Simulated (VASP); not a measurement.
# Co (P-3m1) in VASP: notebook

Runs on Co. Level: PBEsol. Tasks: single point.

All numbers are computed with VASP 6.6.1; they aren't measurements. Logs are shortened: lines on timing, memory, paths and dates and some standing lists are left out, and cuts for length are marked.

**1. The cell of the first run**

Symmetry: P-3m1, No. 164, trigonal system. The conventional cell has a = 2.679 Å, b = 2.679 Å, c = 3.502 Å, α = 90.00°, β = 90.00°, γ = 120.00°. Co (site symmetry 3m) has 12 Co at 2.29 to 2.68 Å within 3.0 Å.

**2. Single point, PBEsol, collinear spin, ferromagnetic start**

Input file INCAR:

```
SYSTEM = Co
  PREC = Accurate
  ENCUT = 520
  EDIFF = 1E-6
  ISMEAR = 0
  SIGMA = 0.15
  LREAL = .False.
  LASPH = .True.
  NELM = 150
  ALGO = Normal
  ISIF = 2
  LWAVE = .False.
  LCHARG = .False.
  ISPIN = 2
  MAGMOM = 1.91 1.91
  LORBIT = 11
  LMAXMIX = 4
  GGA = PS
  NBANDS = 20
```

Input file KPOINTS:

```
Automatic mesh
0
Gamma
  24 24 14
  0 0 0
```

Input file POSCAR:

```
Co
1.0
    2.6794325854      0.0000000000      0.0000000000
   -1.3397162927      2.3204566867      0.0000000000
    0.0000000000      0.0000000000      3.5016367447
Co
2
Direct
    0.6666666667      0.3333333333      0.2598610000
    0.3333333333      0.6666666667      0.7401390000
```

Potentials or basis: VASP PAW PBE potentials, release 64 (Co).

Launch:

```bash
$ cat potpaw_PBE.64/Co/POTCAR > POTCAR
$ mpirun -np 1 vasp_std > vasp.out
```

OUTCAR:

```text
SYSTEM = Co
   PREC = Accurate
   ENCUT = 520
   EDIFF = 1E-6
   ISMEAR = 0
   LREAL = .False.
   LASPH = .True.
   NELM = 150
   ISIF = 2
   ISPIN = 2
   LORBIT = 11
   GGA = PS

 ion  position               nearest neighbor table
   1  0.667  0.333  0.260-   2 2.29   2 2.29   2 2.29   2 2.39   2 2.39   2 2.39
   2  0.333  0.667  0.740-   1 2.29   1 2.29   1 2.29   1 2.39   1 2.39   1 2.39

  LATTYP: Found a hexagonal cell.
 ALAT       =     2.6794325854
 C/A-ratio  =     1.3068575652

  Lattice vectors:

 A1 = (   2.6794325854,   0.0000000000,   0.0000000000)
 A2 = (  -1.3397162927,   2.3204566867,   0.0000000000)
 A3 = (   0.0000000000,   0.0000000000,   3.5016367447)

Analysis of symmetry for initial positions (statically):
=====================================================================
 Subroutine PRICEL returns:
 Original cell was already a primitive cell.

 Routine SETGRP: Setting up the symmetry group for a
 hexagonal supercell.

 Subroutine GETGRP returns: Found 12 space group operations
 (whereof 12 operations were pure point group operations)
 out of a pool of 24 trial point group operations.

The static configuration has the point symmetry D_3d.

Analysis of symmetry for dynamics (positions and initial velocities):
=====================================================================
 Subroutine PRICEL returns:
 Original cell was already a primitive cell.

 Routine SETGRP: Setting up the symmetry group for a
 hexagonal supercell.

 Subroutine GETGRP returns: Found 12 space group operations
 (whereof 12 operations were pure point group operations)
 out of a pool of 24 trial point group operations.

The dynamic configuration has the point symmetry D_3d.

Analysis of structural, dynamic, and magnetic symmetry:
=====================================================================
 Subroutine PRICEL returns:
 Original cell was already a primitive cell.

 Routine SETGRP: Setting up the symmetry group for a
 hexagonal supercell.

 Subroutine GETGRP returns: Found 12 space group operations
 (whereof 12 operations were pure point group operations)
 out of a pool of 24 trial point group operations.

The overall configuration has the point symmetry D_3d.

 Subroutine INISYM returns: Found 12 space group operations
 (whereof 12 operations are pure point group operations),
 and found     1 'primitive' translations

----------------------------------------------------------------------------------------

                                     Primitive cell

  volume of cell :      21.7715

  direct lattice vectors                    reciprocal lattice vectors
     2.679432585  0.000000000  0.000000000     0.373213346  0.215474826  0.000000000
    -1.339716293  2.320456687  0.000000000     0.000000000  0.430949651  0.000000000
     0.000000000  0.000000000  3.501636745     0.000000000  0.000000000  0.285580736

  length of vectors
     2.679432585  2.679432585  3.501636745     0.430949651  0.430949651  0.285580736

  position of ions in fractional coordinates (direct lattice)
     0.666666667  0.333333333  0.259861000
     0.333333333  0.666666667  0.740139000

  ion indices of the primitive-cell ions
   primitive index   ion index
                 1           1
                 2           2

----------------------------------------------------------------------------------------

 KPOINTS: Automatic mesh

Automatic generation of k-mesh.
 Grid dimensions read from file:
 generate k-points for:   24   24   14

 Generating k-lattice:

  Cartesian coordinates                     Fractional coordinates (reciprocal lattice)
     0.015550556  0.008978118  0.000000000     0.041666667  0.000000000  0.000000000
     0.000000000  0.017956235  0.000000000     0.000000000  0.041666667  0.000000000
     0.000000000  0.000000000  0.020398624     0.000000000  0.000000000  0.071428571

  Length of vectors
     0.017956235  0.017956235  0.020398624

  Shift w.r.t. Gamma in fractional coordinates (k-lattice)
     0.000000000  0.000000000  0.000000000

 Subroutine IBZKPT returns following result:
 ===========================================

 Found    776 irreducible k-points:

 Following reciprocal coordinates:
            Coordinates               Weight
  0.000000  0.000000  0.000000      1.000000
  0.041667  0.000000  0.000000      6.000000
  0.083333  0.000000  0.000000      6.000000
  0.125000  0.000000  0.000000      6.000000
  0.166667  0.000000  0.000000      6.000000
  0.208333  0.000000  0.000000      6.000000
[... 16 lines left out ...]
  0.416667  0.041667  0.000000     12.000000
  0.458333  0.041667  0.000000     12.000000
 [... further k-points ...]
   k-points           NKPTS =    776   k-points in BZ     NKDIM =    776   number of bands    NBANDS=     20
   number of dos      NEDOS =    301   number of ions     NIONS =      2
   total plane-waves  NPLWV =  11200
   dimension x,y,z NGX =    20 NGY =   20 NGZ =   28
   dimension x,y,z NGXF=    40 NGYF=   40 NGZF=   56
   ions per type =               2
   NGX,Y,Z   is equivalent  to a cutoff of  12.41, 12.41, 13.29 a.u.
   NGXF,Y,Z  is equivalent  to a cutoff of  24.82, 24.82, 26.59 a.u.
 SYSTEM =  Co
   PREC   = accura    normal or accurate (medium, high low for compatibility)
   ISTART =      0    job   : 0-new  1-cont  2-samecut
   ICHARG =      2    charge: 1-file 2-atom 10-const
   ISPIN  =      2    spin polarized calculation?
   LNONCOLLINEAR =      F non collinear calculations
   LSORBIT =      F    spin-orbit coupling
   LASPH  =      T    aspherical Exc in radial PAW
   ENCUT  =  520.0 eV  38.22 Ry    6.18 a.u.   4.98  4.98  6.51*2*pi/ulx,y,z
   NELM   =    150;   NELMIN=  2; NELMDL= -5     # of ELM steps
   EDIFF  = 0.1E-05   stopping-criterion for ELM
   LREAL  =      F    real-space projection
   EDIFFG = 0.1E-04   stopping-criterion for IOM
   NSW    =      0    number of steps for IOM
   IBRION =     -1    ionic relax: 0-MD 1-quasi-New 2-CG
   NFREE  =      0    steps in history (QN), initial steepest desc. (CG)
   ISIF   =      2    stress and relaxation
   ISYM   =      2    0-nonsym 1-usesym 2-fastsym
   POTIM  = 0.5000    time-step for ionic-motion
   TEBEG  =    0.0;   TEEND  =   0.0 temperature during run
   PSTRESS=    0.0 pullay stress
   NELECT =      18.0000    total number of electrons
   NUPDOWN=      -1.0000    fix difference up-down
   EMIN   =  10.00;   EMAX   =-10.00  energy-range for DOS
   EFERMI =   0.00;   METHOD = LEGACY
   ISMEAR =     0;   SIGMA  =   0.15  broadening in eV -4-tet -1-fermi 0-gaus
   EFERMI_NEDOS =   21; number of points for ismear=-14 and -15
   IALGO  =     38    algorithm
   IMIX   =      4    mixing-type and parameters
     AMIX     =   0.40;   BMIX     =  1.00
     AMIX_MAG =   1.60;   BMIX_MAG =  1.00
  volume/ion in A,a.u.               =      10.89        73.46
  Fermi-wavevector in a.u.,A,eV,Ry     =   1.536514  2.903591 32.121660  2.360875
  Thomas-Fermi vector in A             =   2.643152
   LORBIT       =     11    0 simple, 1 ext, 2 COOP (PROOUT), +10 PAW based schemes
   GGA     = PS    functional components
   LHFCALC =     F    Hartree Fock is set to
   AEXX    =    0.0000 exact exchange contribution
   IVDW    =     0    specifies the selected vdW correction
   LEPSILON=     F    determine dielectric tensor
   LRPA    =     F    only Hartree local field effects (RPA)
 spin polarized calculation
 Gauss-broadening in eV      SIGMA  =   0.15
  energy-cutoff  :      520.00
  volume of cell :       21.77
 maximum number of plane-waves:       603
   NGX =  9   NGY =  9   NGZ = 13

 number of electron      18.0000004 magnetization       3.1578963

 Free energy of the ion-electron system (eV)
  ---------------------------------------------------
  ext. energy  EPLUGINS =         0.00000000
  ---------------------------------------------------
  free energy    TOTEN  =       -14.93775330 eV

  energy without entropy =      -14.90837308  energy(sigma->0) =      -14.92306319

 E-fermi :  10.1373     XC(G=0): -13.5232

 val. band max:       10.1372592087   @ k =  -0.1667   0.5000   0.3571
 cond. band min:      10.1378227665   @ k =   0.3333   0.0000   0.2143
 fundamental gap:      0.0005635578
 Fermi energy:        10.1373116559

 spin component 1

 k-point     1 :       0.0000    0.0000    0.0000
  band No.  band energies     occupation
      1       1.1011      1.00000
      2       4.8827      1.00000
      3       7.3156      1.00000
      4       7.3156      1.00000
      5       7.4473      1.00000
      6       7.4473      1.00000
[... 12 lines left out ...]
     19      33.4748      0.00000
     20      39.1322      0.00000
[... 507 lines left out ...]
 k-point    24 :       0.4583    0.0417    0.0000
  band No.  band energies     occupation
      1       5.0796      1.00000
      2       5.1803      1.00000
      3       5.9041      1.00000
      4       6.7043      1.00000
      5       6.8319      1.00000
      6       8.1937      1.00000
[... 12 lines left out ...]
     19      32.3780      0.00000
     20      33.9589      0.00000

 [... further k-points ...]

 spin component 2

 k-point     1 :       0.0000    0.0000    0.0000
  band No.  band energies     occupation
      1       1.1870      1.00000
      2       6.0440      1.00000
      3       8.8981      1.00000
      4       8.8981      1.00000
      5       8.9191      1.00000
      6       8.9191      1.00000
[... 12 lines left out ...]
     19      33.5963      0.00000
     20      39.1526      0.00000
[... 507 lines left out ...]
 k-point    24 :       0.4583    0.0417    0.0000
  band No.  band energies     occupation
      1       5.8383      1.00000
      2       6.4050      1.00000
      3       7.0651      1.00000
      4       7.4349      1.00000
      5       8.0857      1.00000
      6       9.5915      1.00000
[... 12 lines left out ...]
     19      32.4663      0.00000
     20      34.2357      0.00000

 [... further k-points ...]

------------------------ aborting loop because EDIFF is reached ----------------------------------------

  FORCE on cell =-STRESS in cart. coord.  units (eV):
  Direction    XX          YY          ZZ          XY          YZ          ZX
  --------------------------------------------------------------------------------------
  -------------------------------------------------------------------------------------
  Total       -2.0499700     -2.0499700      3.5487153     -0.0000000      0.0000000      0.0000000
  in kB     -150.8588155   -150.8588155    261.1525950     -0.0000000      0.0000000      0.0000000
  external PRESSURE =     -13.5216787 kB  Pullay stress =       0.0000000 kB

 VOLUME and BASIS-vectors are now :
 -----------------------------------------------------------------------------
  energy-cutoff  :      520.00
  volume of cell :       21.77
      direct lattice vectors                 reciprocal lattice vectors
     2.679432585  0.000000000  0.000000000     0.373213346  0.215474826  0.000000000
    -1.339716293  2.320456687  0.000000000     0.000000000  0.430949651  0.000000000
     0.000000000  0.000000000  3.501636745     0.000000000  0.000000000  0.285580736

 POSITION                                       TOTAL-FORCE (eV/Angst)
 -----------------------------------------------------------------------------------
      1.33972      0.77349      0.90994         0.000000      0.000000     -0.862673
     -0.00000      1.54697      2.59170        -0.000000      0.000000      0.862673
 -----------------------------------------------------------------------------------
    total drift:                               -0.000000      0.000000      0.000000

  FREE ENERGIE OF THE ION-ELECTRON SYSTEM (eV)
  ---------------------------------------------------
  free  energy   TOTEN  =       -14.9377533009 eV

  energy  without entropy=      -14.9083730795  energy(sigma->0) =      -14.92306319

 total charge

# of ion       s       p       d       tot
------------------------------------------
    1        0.503   0.524   7.303   8.330
    2        0.503   0.524   7.303   8.330
--------------------------------------------------
tot          1.006   1.049  14.606  16.661

 magnetization (x)

# of ion       s       p       d       tot
------------------------------------------
    1       -0.012  -0.042   1.640   1.586
    2       -0.012  -0.042   1.640   1.586
--------------------------------------------------
tot         -0.025  -0.083   3.281   3.173
```

It took 27 min on 1 thread of Intel Xeon 8259CL, shared host; peak memory 0.53 GiB.

What came out:

```
Free energy                                           : -14.9378 eV
Pressure                                              : -1.4 GPa
Largest force                                         : 0.863 eV/Å
Net moment                                            : 3.16 μB per cell
Site moments                                          : Co +1.59 μB
Valence electrons inside the program's atomic spheres : Co 8.33
```

Forces in eV/Å, atoms in the order of the input:
```
Co   0.000  0.000 -0.863
Co   0.000  0.000  0.863
```

Levels at points of the mesh, in eV from the Fermi level:
Spin up:
| k point | band 9 | band 10 | band 11 | band 12 | band 13 | band 14 |
| --- | --- | --- | --- | --- | --- | --- |
| (0.00, 0.00, 0.00) | -1.71 | -0.63 | -0.63 | 2.67 | 9.59 | 19.15 |
| (0.50, 0.00, 0.00) | -0.89 | -0.11 | 0.60 | 2.30 | 11.22 | 11.39 |
| (0.00, 0.00, 0.50) | -0.94 | -0.94 | -0.77 | -0.77 | 19.23 | 19.74 |
| (0.50, 0.00, 0.50) | -1.05 | -0.90 | 1.15 | 1.42 | 6.71 | 7.01 |
Spin down:
```tsv
k point	band 4	band 5	band 6	band 7	band 8	band 9	band 10	band 11	band 12	band 13
(0.00, 0.00, 0.00)	-1.24	-1.22	-1.22	-0.47	-0.47	0.12	1.01	1.01	2.76	10.49
(0.50, 0.00, 0.00)	-2.68	-2.08	-0.53	0.21	0.47	0.97	1.59	2.06	3.51	11.58
(0.00, 0.00, 0.50)	-1.79	-1.71	-1.71	-1.00	-0.40	0.82	0.82	0.91	0.91	19.13
(0.50, 0.00, 0.50)	-1.86	-0.92	-0.52	0.10	0.13	0.79	0.90	1.81	2.15	7.63
```

Caveat: the PAW data sets were made with another functional, which shifts forces and pressure a little.

**3. Single point, PBEsol, collinear spin, ferromagnetic start**

This run uses another cell than the first one, of the same volume but with other edges.

Input file INCAR:

```
ALGO = Fast ; EDIFF = 1E-6
ENCUT = 520 ; GGA = PS
ISIF = 2 ; ISMEAR = 0
ISPIN = 2 ; LASPH = T
LCHARG = T ; LELF = T
LMAXMIX = 4 ; LORBIT = 11
LREAL = F ; LVHAR = T
LWAVE = F ; MAGMOM = 1.91 1.91
NBANDS = 20 ; NELM = 150
PREC = Accurate ; SIGMA = 0.15
```

Input file KPOINTS:

```
k-points
0
Gamma
  24 24 14
```

Input file POSCAR:

```
Co
1.0
    2.5214425999      0.0000000000      0.0000000000
   -1.2607212999      2.1836333457      0.0000000000
    0.0000000000      0.0000000000      3.9541996042
Co
2
Direct
    0.6666666667      0.3333333333      0.2598610000
    0.3333333333      0.6666666667      0.7401390000
```

Potentials or basis: VASP PAW PBE potentials, release 64 (Co).

Launch:

```bash
$ cat potpaw_PBE.64/Co/POTCAR > POTCAR
$ mpirun -np 1 vasp_std > vasp.out
```

Run time: 9.2 min. Hardware: 1 thread of Oxide Virtual Turin-like, shared host; peak memory 0.49 GiB.

It converged, with:

```yaml
Free_energy: -15.4108 eV
Pressure: -9.9 GPa
Largest_force: 0.551 eV/Å
Net_moment: 3.21 μB per cell
Site_moments: Co +1.62 μB
Valence_electrons_inside_the_program's_atomic_spheres: Co 8.27
```

Forces in eV/Å, atoms in the order of the input:
```
Co   0.000  0.000 -0.551
Co   0.000  0.000  0.551
```

Stress tensor (GPa, compression positive):
```
-13.04   0.00   0.00
  0.00 -13.04   0.00
  0.00   0.00  -3.75
```

Levels at points of the mesh, in eV from the Fermi level:
Spin up:
```
           k point  band 9  band 10  band 11  band 12  band 13  band 14
(0.00, 0.00, 0.00)   -1.97    -0.77    -0.77     0.25     6.72    21.48
(0.50, 0.00, 0.00)   -0.62    -0.47     1.21     3.16     9.67    10.65
(0.00, 0.00, 0.50)   -1.19    -1.19    -0.99    -0.99    15.18    16.30
(0.50, 0.00, 0.50)   -0.69    -0.62     1.39     1.66     6.98     7.28
```
Spin down:
```
           k point  band 3  band 4  band 5  band 6  band 7  band 8  band 9  band 10  band 11  band 12
(0.00, 0.00, 0.00)   -0.98   -0.98   -0.82   -0.65   -0.65   -0.23   -0.23     0.29     1.06     1.06
(0.50, 0.00, 0.00)   -3.21   -1.95   -1.27   -0.93   -0.48    1.09    1.28     1.37     2.50     4.20
(0.00, 0.00, 0.50)   -1.65   -1.15   -1.11   -1.11   -1.09   -1.09    0.65     0.65     0.80     0.80
(0.50, 0.00, 0.50)   -2.47   -2.12   -0.34    0.07    0.18    0.29    1.19     1.24     2.02     2.37
```

Caveat: the cell stands under tension; the PAW data sets were made with another functional, which shifts forces and pressure a little.
